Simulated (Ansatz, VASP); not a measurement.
**Two plane-wave programs on WF2**

```xyz
3
Lattice="2.7857 0.0000 0.0000 -1.3928 2.4125 0.0000 0.0000 0.0000 6.3359" Properties=species:S:1:pos:R:3 pbc="T T T"
W     0.0000    0.0000    0.0000
F     0.0000    1.6083    1.5297
F     1.3928    0.8042    4.8063
```

Alike in both runs: functional PBE; k mesh 18 × 18 × 8; occupations gaussian, width 0.1 eV; no spin polarisation.

Ansatz relaxed the structure, and its values are those at the end. VASP's run is a single point on that final structure, the one shown.

|  | VASP | Ansatz |
| --- | --- | --- |
| version | VASP 6.6.1 | Ansatz 0.2.0 |
| potentials or method | VASP PAW PBE potentials, release 64 (W_sv, F), cutoff 520 eV | scalar-relativistic, plane waves, PAW |
| valence electrons in the cell | 28 | 28 |

VASP gave:

| Property | Result |
| --- | --- |
| gap on the k mesh at the Fermi level (eV) | none |
| pressure (GPa) | 0.9 |
| rms of the force components (eV/Å) | 0.053 |

**Question.** What did Ansatz give for the same quantities?

**Answer.** gap on the k mesh at the Fermi level (eV): none; pressure (GPa): 0.0; rms of the force components (eV/Å): 0.001.

A gap of «none» marks a metal or a gap that the smearing closes.

Neither program's run includes spin-orbit coupling.
